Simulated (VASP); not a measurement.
Here is a VASP 6.6.1 calculation.

INCAR

```
ALGO = Normal
EDIFF = 1E-6
ENCUT = 520
GGA = PE
ISIF = 2
ISMEAR = 0
LASPH = T
LCHARG = F
LREAL = F
LWAVE = F
NBANDS = 36
NELM = 80
PREC = Accurate
SIGMA = 0.2
```

File KPOINTS:

```
k-points
0
Gamma
  8 4 4
```

Contents of POSCAR:

```
Ge
1.0
    0.0002286574      2.7631539655     -0.0006473751
   -0.0016326166     -0.0015095334      5.3163102521
    5.5184017406      0.0003804098     -0.0022397683
Ge
4
Direct
    0.5004642313      0.2501765076      0.2498739528
    0.4995785532      0.7501747802      0.2500626784
    0.5011291995      0.2498415970      0.7499595187
    0.4988280160      0.7498071152      0.7501038502
```

Potentials or basis: VASP PAW PBE potentials, release 64 (Ge_d).

Command:

```bash
$ cat potpaw_PBE.64/Ge_d/POTCAR > POTCAR
$ mpirun -np 1 vasp_std > vasp.out
```

Task: Predict the band gap on the k mesh.

Result: Zero (band 28 reaches 6.94 eV, above the bottom of band 29 at 4.34 eV).

Task: Predict the pressure.

Result: -0.1 GPa.

Stress tensor (GPa, compression positive):
```
-0.04  0.00  0.02
 0.00 -0.10  0.01
 0.02  0.01 -0.31
```
